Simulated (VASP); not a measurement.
Wanted: the native input for a VASP 6.6.1 run.

```yaml
Task: single point
Functional: LDA
Potentials_or_basis: VASP PAW LDA potentials, release 64 (Pt)
Cutoff: 520 eV
k_mesh: 22 × 22 × 22
Occupations: gaussian, width 0.15 eV
Spin: no spin polarisation
Dipole_correction: no
Further_INCAR_settings: ALGO = Normal; EDIFF = 1e-06; NBANDS = 11
```

The structure of Pt lies in POSCAR:

```
Pt
1.0
    0.0000000000      2.0911252687      1.5355132848
    2.0911252687      0.0000000000      1.5355132848
    2.0911252687      2.0911252687      0.0000000000
Pt
1
Direct
    0.0000000000      0.0000000000      0.0000000000
```

This cell differs from its parent crystal: volume 13.429 Å^3 an atom, c/a of the conventional cell 0.7343.

The input as run:

INCAR

```
ALGO = Normal
EDIFF = 1E-6
ENCUT = 520
ISIF = 2
ISMEAR = 0
LASPH = T
LCHARG = T
LELF = T
LREAL = F
LVHAR = T
LWAVE = F
NBANDS = 11
NELM = 80
PREC = Accurate
SIGMA = 0.15
```

KPOINTS

```
k-points
0
Gamma
  22 22 22
```

Potentials or basis: VASP PAW LDA potentials, release 64 (Pt).

The run is started by

```sh
$ cat potpaw_LDA.64/Pt/POTCAR > POTCAR
$ mpirun -np 1 vasp_std > vasp.out
```

Results of the run:

- Pressure: 42.3 GPa
- Band gap on the k mesh: zero (band 5 reaches 14.71 eV, above the bottom of band 6 at 11.79 eV)

Caveat: spin-orbit coupling is left out, which moves the levels of the heavy elements.

It took 47 s on 1 thread of Intel(R) Xeon(R) 6975P-C (Granite Rapids), on a shared host, peak memory 0.23 GiB.
